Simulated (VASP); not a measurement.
# Ge (Cmcm) in VASP: single point with PBE

Aim: the single point of Ge with PBE.

Everything below comes from runs of VASP 6.6.1. Logs are shortened: lines on timing, memory, paths and dates and some standing lists are left out, and cuts for length are marked.

**1. The cell of the first run**

Symmetry: Cmcm, No. 63, orthorhombic system. Conventional cell: a = 5.896 Å, b = 12.148 Å, c = 3.935 Å, α = 90.00°, β = 90.00°, γ = 90.00°. Ge (site symmetry m) has 4 Ge at 2.42 to 2.45 Å within 3.2 Å. Ge (site symmetry m2m) has 4 Ge at 2.38 to 2.42 Å within 3.1 Å.

**2. Single point, PBE (23.49 Å³/atom)**

The input, INCAR:

```
SYSTEM = Ge
  PREC = Accurate
  ENCUT = 520
  EDIFF = 1E-6
  ISMEAR = 0
  SIGMA = 0.1
  LREAL = .False.
  LASPH = .True.
  NELM = 80
  ALGO = Normal
  ISIF = 2
  LWAVE = .False.
  LCHARG = .True.
  GGA = PE
  LELF = .True.
  LVHAR = .True.
  NBANDS = 51
```

The input, KPOINTS:

```
Automatic mesh
0
Gamma
  8 8 10
  0 0 0
```

The input, POSCAR:

```
Ge
1.0
    2.9478653245     -6.0739695177      0.0000000000
    2.9478653245      6.0739695177      0.0000000000
    0.0000000000      0.0000000000      3.9350671214
Ge
6
Direct
    0.0115100947      0.3991549976      0.2500000000
    0.3991549976      0.0115100947      0.7500000000
    0.6008450024      0.9884899053      0.2500000000
    0.9884899053      0.6008450024      0.7500000000
    0.4448039891      0.5551960109      0.2500000000
    0.5551960109      0.4448039891      0.7500000000
```

Potentials or basis: VASP PAW PBE potentials, release 64 (Ge_d).

Started as:

```
cat potpaw_PBE.64/Ge_d/POTCAR > POTCAR
mpirun -np 1 vasp_std > vasp.out
```

OUTCAR:

```text
SYSTEM = Ge
   PREC = Accurate
   ENCUT = 520
   EDIFF = 1E-6
   ISMEAR = 0
   LREAL = .False.
   LASPH = .True.
   NELM = 80
   ISIF = 2
   GGA = PE

 ion  position               nearest neighbor table
   1  0.012  0.399  0.250-   5 2.42   3 2.42   4 2.45   4 2.45
   2  0.399  0.012  0.750-   6 2.42   4 2.42   3 2.45   3 2.45
   3  0.601  0.988  0.250-   5 2.42   1 2.42   2 2.45   2 2.45
   4  0.988  0.601  0.750-   6 2.42   2 2.42   1 2.45   1 2.45
   5  0.445  0.555  0.250-   6 2.38   6 2.38   1 2.42   3 2.42
   6  0.555  0.445  0.750-   5 2.38   5 2.38   2 2.42   4 2.42

  LATTYP: Found a base centered orthorhombic cell.
 ALAT       =     5.8957306490
 B/A-ratio  =     2.0604637082
 C/A-ratio  =     0.6674435037

  Lattice vectors:

 A1 = (   2.9478653245,  -6.0739695177,   0.0000000000)
 A2 = (   2.9478653245,   6.0739695177,   0.0000000000)
 A3 = (   0.0000000000,   0.0000000000,   3.9350671214)

Analysis of symmetry for initial positions (statically):
=====================================================================
 Subroutine PRICEL returns:
 Original cell was already a primitive cell.

 Routine SETGRP: Setting up the symmetry group for a
 base centered orthorhombic supercell.

 Subroutine GETGRP returns: Found  8 space group operations
 (whereof  4 operations were pure point group operations)
 out of a pool of  8 trial point group operations.

The static configuration has the point symmetry C_2h.
 The point group associated with its full space group is D_2h.

Analysis of symmetry for dynamics (positions and initial velocities):
=====================================================================
 Subroutine PRICEL returns:
 Original cell was already a primitive cell.

 Routine SETGRP: Setting up the symmetry group for a
 base centered orthorhombic supercell.

 Subroutine GETGRP returns: Found  8 space group operations
 (whereof  4 operations were pure point group operations)
 out of a pool of  8 trial point group operations.

The dynamic configuration has the point symmetry C_2h.
 The point group associated with its full space group is D_2h.

 Subroutine INISYM returns: Found  8 space group operations
 (whereof  4 operations are pure point group operations),
 and found     1 'primitive' translations

[... 89 lines left out ...]
   ions per type =               6
   NGX,Y,Z   is equivalent  to a cutoff of  12.31, 12.31, 12.67 a.u.
   NGXF,Y,Z  is equivalent  to a cutoff of  24.62, 24.62, 25.35 a.u.
 SYSTEM =  Ge
   PREC   = accura    normal or accurate (medium, high low for compatibility)
   ISTART =      0    job   : 0-new  1-cont  2-samecut
   ICHARG =      2    charge: 1-file 2-atom 10-const
   ISPIN  =      1    spin polarized calculation?
   LNONCOLLINEAR =      F non collinear calculations
   LSORBIT =      F    spin-orbit coupling
   LASPH  =      T    aspherical Exc in radial PAW
   ENCUT  =  520.0 eV  38.22 Ry    6.18 a.u.  12.55 12.55  7.32*2*pi/ulx,y,z
   NELM   =     80;   NELMIN=  2; NELMDL= -5     # of ELM steps
   EDIFF  = 0.1E-05   stopping-criterion for ELM
   LREAL  =      F    real-space projection
[... 7 lines left out ...]
   TEBEG  =    0.0;   TEEND  =   0.0 temperature during run
   PSTRESS=    0.0 pullay stress
   NELECT =      84.0000    total number of electrons
   NUPDOWN=      -1.0000    fix difference up-down
   EMIN   =  10.00;   EMAX   =-10.00  energy-range for DOS
   EFERMI =   0.00;   METHOD = LEGACY
   ISMEAR =     0;   SIGMA  =   0.10  broadening in eV -4-tet -1-fermi 0-gaus
   EFERMI_NEDOS =   21; number of points for ismear=-14 and -15
   IALGO  =     38    algorithm
   IMIX   =      4    mixing-type and parameters
     AMIX     =   0.40;   BMIX     =  1.00
     AMIX_MAG =   1.60;   BMIX_MAG =  1.00
  volume/ion in A,a.u.               =      23.49       158.49
  Fermi-wavevector in a.u.,A,eV,Ry     =   1.377782  2.603630 25.827706  1.898283
  Thomas-Fermi vector in A             =   2.502904
   LORBIT       =      0    0 simple, 1 ext, 2 COOP (PROOUT), +10 PAW based schemes
   GGA     = PE    functional components
   LHFCALC =     F    Hartree Fock is set to
   AEXX    =    0.0000 exact exchange contribution
   IVDW    =     0    specifies the selected vdW correction
   LEPSILON=     F    determine dielectric tensor
   LRPA    =     F    only Hartree local field effects (RPA)
 non-spin polarized calculation
 Gauss-broadening in eV      SIGMA  =   0.10
  energy-cutoff  :      520.00
  volume of cell :      140.92
 maximum number of plane-waves:      3819
   NGX = 25   NGY = 25   NGZ = 15

 number of electron      84.0000051 magnetization

 Free energy of the ion-electron system (eV)
  ---------------------------------------------------
  ext. energy  EPLUGINS =         0.00000000
  ---------------------------------------------------
  free energy    TOTEN  =       -26.34161722 eV

  energy without entropy =      -26.34157848  energy(sigma->0) =      -26.34159785

 E-fermi :   4.6882     XC(G=0):  -9.5806

 val. band max:        4.5169232363   @ k =   0.0000   0.0000   0.0000
 cond. band min:       4.8339213561   @ k =   0.5000   0.5000   0.0000
 fundamental gap:      0.3169981198
 Fermi energy:         4.6881814755

 k-point     1 :       0.0000    0.0000    0.0000
  band No.  band energies     occupation
      1     -20.3786      2.00000
      2     -20.3079      2.00000
      3     -20.2971      2.00000
      4     -20.2932      2.00000
      5     -20.2670      2.00000
      6     -20.2508      2.00000
[... 1285 lines left out ...]
     50       9.4376      0.00000
     51       9.8609      0.00000

 [... further k-points ...]
[... 5 lines left out ...]
  --------------------------------------------------------------------------------------
  -------------------------------------------------------------------------------------
  Total        5.2776212      5.2639128      5.2729815      0.0000000      0.0000000      0.0000000
  in kB       60.0048581     59.8489980     59.9521058      0.0000000      0.0000000      0.0000000
  external PRESSURE =      59.9353206 kB  Pullay stress =       0.0000000 kB

 VOLUME and BASIS-vectors are now :
 -----------------------------------------------------------------------------
  energy-cutoff  :      520.00
  volume of cell :      140.92
      direct lattice vectors                 reciprocal lattice vectors
     2.947865324 -6.073969518  0.000000000     0.169614261 -0.082318490  0.000000000
     2.947865324  6.073969518  0.000000000     0.169614261  0.082318490  0.000000000
     0.000000000  0.000000000  3.935067121     0.000000000  0.000000000  0.254125271

 POSITION                                       TOTAL-FORCE (eV/Angst)
 -----------------------------------------------------------------------------------
      1.21059      2.35454      0.98377         0.001727      0.001249     -0.000000
      1.21059     -2.35454      2.95130         0.001727     -0.001249      0.000000
      4.68515      2.35454      0.98377        -0.001727      0.001249     -0.000000
      4.68515     -2.35454      2.95130        -0.001727     -0.001249      0.000000
      2.94787      0.67052      0.98377        -0.000000     -0.004281      0.000000
      2.94787     -0.67052      2.95130        -0.000000      0.004281      0.000000
 -----------------------------------------------------------------------------------
    total drift:                                0.000000      0.000000     -0.000000

  FREE ENERGIE OF THE ION-ELECTRON SYSTEM (eV)
  ---------------------------------------------------
  free  energy   TOTEN  =       -26.3416172245 eV

  energy  without entropy=      -26.3415784836  energy(sigma->0) =      -26.34159785
```

OSZICAR:

```text
N       E                     dE             d eps       ncg     rms          rms(c)
DAV:   1     0.907710370733E+03    0.90771E+03   -0.40940E+04 15093   0.452E+03
DAV:   2     0.148015011578E+03   -0.75970E+03   -0.73768E+03 12852   0.987E+02
DAV:   3    -0.138436887177E+02   -0.16186E+03   -0.15855E+03 13685   0.247E+02
DAV:   4    -0.263679150845E+02   -0.12524E+02   -0.12410E+02 14902   0.773E+01
DAV:   5    -0.267131337594E+02   -0.34522E+00   -0.34443E+00 14484   0.145E+01    0.584E+00
DAV:   6    -0.264557620495E+02    0.25737E+00   -0.20903E-01 20238   0.641E+00    0.343E+00
DAV:   7    -0.263304590327E+02    0.12530E+00   -0.36071E-01 14334   0.388E+00    0.358E-01
DAV:   8    -0.263391415060E+02   -0.86825E-02   -0.59216E-02 14727   0.351E+00    0.193E-01
DAV:   9    -0.263405659996E+02   -0.14245E-02   -0.56584E-03 15049   0.177E+00    0.107E-01
DAV:  10    -0.263414191136E+02   -0.85311E-03   -0.15701E-03 14398   0.334E-01    0.276E-02
DAV:  11    -0.263415912128E+02   -0.17210E-03   -0.24000E-04 14272   0.138E-01    0.117E-02
DAV:  12    -0.263416109403E+02   -0.19728E-04   -0.33593E-05 14450   0.168E-01    0.453E-03
DAV:  13    -0.263416167420E+02   -0.58017E-05   -0.10570E-05 13552   0.702E-02    0.203E-03
DAV:  14    -0.263416172245E+02   -0.48252E-06   -0.30485E-06 12099   0.185E-02
   1 F= -.26341617E+02 E0= -.26341598E+02  d E =-.387410E-04
```

stdout:

```text
POSCAR found type information on POSCAR Ge
 POSCAR found :  1 types and       6 ions
 scaLAPACK will be used
 LDA part: xc-table for (Slater+PW92), standard interpolation
 POSCAR, INCAR and KPOINTS ok, starting setup
 FFT: planning ... GRIDC
 FFT: planning ... GRID_SOFT
 FFT: planning ... GRID
 WAVECAR not read
 entering main loop
```

It took 17 min on 1 thread of Oxide Virtual Turin-like, shared host; peak memory 0.64 GiB.

Results:

```
Free energy            : -26.3416 eV
Pressure               : 6.0 GPa
Largest force          : 0.004 eV/Å
Band gap on the k mesh : 0.32 eV (least direct gap 0.34 eV)
```

Forces on the atoms (eV/Å):
```
Ge   0.002  0.001  0.000
Ge   0.002 -0.001  0.000
Ge  -0.002  0.001  0.000
Ge  -0.002 -0.001  0.000
Ge   0.000 -0.004  0.000
Ge   0.000  0.004  0.000
```

Caveat: the cell stands under pressure.
